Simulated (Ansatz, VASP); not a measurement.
## TaMn2N3: VASP beside Ansatz

```xyz
6
Lattice="4.8119 0.0000 0.0000 -2.4060 4.1672 0.0000 0.0000 0.0000 2.7561" Properties=species:S:1:pos:R:3 pbc="T T T"
Ta    0.0000    0.0000    0.0000
Mn    0.0000    2.7782    1.3780
Mn    2.4060    1.3891    1.3780
N     2.4060    0.0000    0.0000
N    -1.2030    2.0836    0.0000
N     1.2030    2.0836    0.0000
```

Alike in both runs: functional PBE; k mesh 6 × 6 × 6; occupations gaussian, width 0.1 eV; no spin polarisation.

Ansatz relaxed the structure, and its values are those at the end. VASP's run is a single point on that final structure, the one shown.

|  | VASP | Ansatz |
| --- | --- | --- |
| version | VASP 6.6.1 | Ansatz 0.2.0 |
| potentials or method | VASP PAW PBE potentials, release 64 (Ta_sv_GW, Mn_sv, N), cutoff 700 eV | scalar-relativistic, plane waves, PAW |
| valence electrons in the cell | 58 | 58 |

```csv
,VASP,Ansatz,Ansatz less VASP
gap on the k mesh at the Fermi level (eV),none,none,-
pressure (GPa),-0.8,-0.1,+0.68
```

A gap of «none» marks a metal or a gap that the smearing closes. With one functional, cell and mesh, what is left measures potentials, basis and numerics.

The k mesh is coarse, so the values compare programs but aren't converged. Neither program's run includes spin-orbit coupling.
